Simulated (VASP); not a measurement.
A run of VASP 6.6.1 is set up as follows.

The input INCAR:

```
SYSTEM = BN
PREC = Accurate
ENCUT = 520
EDIFF = 1E-6
ISMEAR = -1
SIGMA = 0.02
LREAL = .FALSE.
LASPH = .TRUE.
NELM = 80
ALGO = Normal
ISIF = 2
LWAVE = .FALSE.
LCHARG = .TRUE.
GGA = PE
LELF = .TRUE.
LVHAR = .TRUE.
NBANDS = 11
```

Contents of KPOINTS:

```
regular mesh
0
G
  11 11 11
  0 0 0
```

The input POSCAR:

```
BN
1.0
    0.0000000000      1.7768584873      1.7768584873
    1.7768584873      0.0000000000      1.7768584873
    1.7768584873      1.7768584873      0.0000000000
B N
1 1
Direct
    0.0000000000      0.0000000000      0.0000000000
    0.7500000000      0.7500000000      0.7500000000
```

Potentials or basis: VASP PAW PBE potentials, release 64 (B, N).

Run with:

```bash
$ cat potpaw_PBE.64/B/POTCAR potpaw_PBE.64/N/POTCAR > POTCAR
$ mpirun -np 1 vasp_std > vasp.out
```

**Question.** Estimate the band gap on the k mesh.

**Answer.** 4.62 eV, indirect (least direct gap 9.06 eV).

**Question.** What does it give for the pressure?

**Answer.** 25.0 GPa.

 A k mesh can miss the band edges.
